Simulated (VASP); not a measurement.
AlInGaBAs4:

```
B Al Ga As In
1.0
    -5.45596    5.45596    0.00000
    -5.45596    0.00000    5.45596
     0.00000    5.45596    5.45596
B Al Ga As In
2 2 2 8 2
Direct
  0.99673 0.50371 0.00227
  0.49929 0.50163 0.99552
  0.00464 0.99441 0.50276
  0.50927 0.50100 0.49661
  0.49467 0.00467 0.49607
  0.00086 0.49970 0.50013
  0.88094 0.87026 0.37347
  0.37505 0.87392 0.37827
  0.87218 0.37336 0.37894
  0.86668 0.87937 0.87457
  0.37849 0.37835 0.37012
  0.37583 0.87088 0.87685
  0.87471 0.37635 0.87525
  0.36666 0.37500 0.87613
  0.99786 0.99600 0.00263
  0.50114 0.00046 0.99736
```

```yaml
Program: VASP 6.6.1
Task: relaxation of cell and atoms
Functional: PBEsol
Potentials_or_basis: VASP PAW PBE potentials, release 64 (B, Al, Ga_d, As, In_d)
Cutoff: 560 eV
k_mesh: 2 × 2 × 2, shifted
Occupations: gaussian, width 0.1 eV
Spin: no spin polarisation
```

At the start: pressure 9.4 GPa; volume 20.30 Å³/atom.

Question: Where does the relaxation end?

Answer: Over 17 steps the energy falls by 229.5 meV/atom and the volume is 21.54 Å³/atom (+6.1 %); space group P1 (No. 1, to 0.1 Å) before and after.

The path:
| step | energy change (eV) | largest force (eV/Å) | pressure (GPa) | volume (Å³) |
| --- | --- | --- | --- | --- |
| 1 | 0.0000 | 4.7144 | 9.36 | 324.82 |
| 2 | -2.4897 | 1.3299 | -5.89 | 383.78 |
| 3 | -2.7375 | 1.7604 | -3.36 | 367.90 |
| 4 | -3.4727 | 0.7829 | -1.25 | 352.64 |
| 5 | -3.5796 | 0.4607 | 0.22 | 344.89 |
| 6 | -3.6427 | 0.2208 | 0.07 | 344.86 |
| 7 | -3.6452 | 0.2557 | 0.04 | 344.85 |
| 8 | -3.6588 | 0.1080 | -0.08 | 345.13 |
| 9 | -3.6588 | 0.1080 | -0.08 | 345.13 |
| 10 | -3.6622 | 0.0853 | 0.04 | 344.58 |
| 11 | -3.6631 | 0.0982 | 0.14 | 344.10 |
| 12 | -3.6657 | 0.0884 | 0.04 | 344.55 |
| 13 | -3.6676 | 0.1056 | -0.16 | 345.45 |
| 14 | -3.6695 | 0.0826 | -0.10 | 345.17 |
| 15 | -3.6703 | 0.0713 | 0.04 | 344.57 |
| 16 | -3.6705 | 0.0627 | 0.00 | 344.76 |
| 17 | -3.6715 | 0.0373 | 0.01 | 344.67 |

Final structure:
```
CELL_PARAMETERS angstrom
-5.46787 5.47080 -0.07610
-5.51120 -0.11752 5.61929
0.07763 5.47382 5.57931
ATOMIC_POSITIONS crystal
B 0.99910 0.50244 0.00348
B 0.49833 0.50359 0.00438
Al 0.00158 0.00139 0.50384
Al 0.50062 0.50228 0.50019
Ga 0.50219 0.00081 0.50005
Ga 0.99893 0.50201 0.49813
As 0.87259 0.87061 0.38840
As 0.37104 0.87029 0.38643
As 0.88394 0.38384 0.34261
As 0.89186 0.82494 0.87838
As 0.38455 0.38551 0.34467
As 0.39173 0.82692 0.87743
As 0.85256 0.40578 0.88939
As 0.35359 0.40744 0.88984
In 0.99585 0.00468 0.99593
In 0.49655 0.00656 0.99378
```

Caveat: the PAW data sets were made with another functional, which shifts forces and pressure a little.
